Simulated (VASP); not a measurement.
A run of VASP 6.6.1 is set up as follows.

The input INCAR:

```
PREC = Accurate
ENCUT = 420
EDIFF = 1E-6
ISMEAR = 0
SIGMA = 0.01
LREAL = Auto
LASPH = True
NELM = 200
ALGO = Normal
ISIF = 2
LWAVE = False
LCHARG = False
ISPIN = 2
MAGMOM = 0.091 0 0 0 0 0 0 0 0 0 0.091 0.091 0 0 0.091 0 0.091 0 0.091 0 0.091 0.091 0 0 0 0 0.091 0 0 0 0.091 0 0.091
LORBIT = 11
GGA = PE
NBANDS = 92
GGA_COMPAT = False
```

Contents of KPOINTS:

```
Automatic mesh
0
Gamma
  2 2 2
  0.5 0.5 0.5
```

The input POSCAR:

```
B16P17
1.0
   -4.5481928018     -4.5481928018     -4.5481928018
   -4.5481928018      4.5481928018      4.5481928018
    4.5481928018      4.5481928018     -4.5481928018
B P
16 17
Direct
    0.5144350013      0.2660063394      0.2554652539
    0.2505938921      0.2547420237      0.4947801319
    0.0027062168      0.2650488614      0.7449607980
    0.5169133483      0.7549353317      0.7443536840
    0.5000644076      0.5060324885      0.0010664475
    0.2584656779      0.5161839327      0.2551637037
    0.0117846438      0.5072555453      0.5118320529
    0.7157744202      0.4646594002      0.7284676055
    0.7533532995      0.2515119252      0.9997201173
    0.4975801261     -0.0075638783      0.4875102599
    0.2611358837      0.0113714606      0.7476559067
    0.2987120669      0.7776815295     -0.0016384702
    0.9919675692      0.7500041467      0.2788596832
    0.7560275283      0.7616909505      0.5072089106
    0.0225415395      0.0519119999      0.0075360374
    0.7639084305      0.0091891781      0.2536392452
    0.5210664229      0.0179867255      0.2558004980
    0.2534452387      0.0048656260      0.4936742549
    0.0090668283      0.0220165800      0.7438855824
    0.4934236544      0.4997371447      0.7464125686
    0.5072475905      0.2591806305      0.0014285721
    0.2683010271      0.2757303372      0.2586826225
    0.0072503118      0.2574600724      0.4997039290
    0.7392284647      0.2328007973      0.7354285130
    0.7610576127      0.0052331975      0.0009157496
    0.5072498716      0.7557439266      0.4979930443
    0.2752593376      0.7612023015      0.7430580104
    0.2511634295      0.5148853218      0.0006673916
    0.0054222090      0.4998217158      0.2624421500
    0.7633271579      0.5145019857      0.5132243198
   -0.0572960862      0.6264990349      0.0095651026
    0.7462042356      0.7553851239      0.2569253230
    0.0718220941     -0.1680890314     -0.0666631064
```

Potentials or basis: VASP PAW PBE potentials, release 64 (B, P).

Command:

```console
$ cat potpaw_PBE.64/B/POTCAR potpaw_PBE.64/P/POTCAR > POTCAR
$ mpirun -np 1 vasp_std > vasp.out
```

Problem. Estimate the largest force.

Solution. 0.065 eV/Å.

Problem. Estimate the pressure.

Solution. 8.2 GPa.

Forces on the atoms (eV/Å):
```
B   -0.002  0.001 -0.001
B   -0.001  0.003  0.001
B    0.001 -0.004  0.003
B    0.000  0.000  0.002
B    0.003  0.001  0.001
B    0.000  0.000 -0.003
B    0.000 -0.003 -0.002
B   -0.003  0.006 -0.001
B    0.003  0.000 -0.002
B   -0.001  0.000 -0.003
B   -0.003  0.000  0.001
B    0.002  0.007  0.000
B    0.001 -0.004  0.004
B   -0.001  0.001  0.002
B   -0.001 -0.002 -0.003
B    0.002  0.004 -0.001
P    0.001 -0.007  0.002
P    0.004  0.001  0.001
P    0.004  0.005 -0.006
P   -0.001 -0.006 -0.002
P    0.000  0.001  0.000
P    0.004 -0.001  0.005
P    0.001  0.000  0.000
P   -0.005  0.003  0.002
P   -0.003  0.002 -0.001
P    0.000  0.000  0.001
P    0.005  0.003 -0.001
P   -0.004 -0.001 -0.002
P   -0.005  0.004  0.006
P    0.003 -0.003  0.002
P   -0.061 -0.003  0.019
P   -0.004 -0.001 -0.005
P    0.062 -0.006 -0.019
```

Caveat: the k points lie up to 0.49 Å⁻¹ apart; the cell differs from its parent crystal (with an interstitial atom, then relaxed in part).
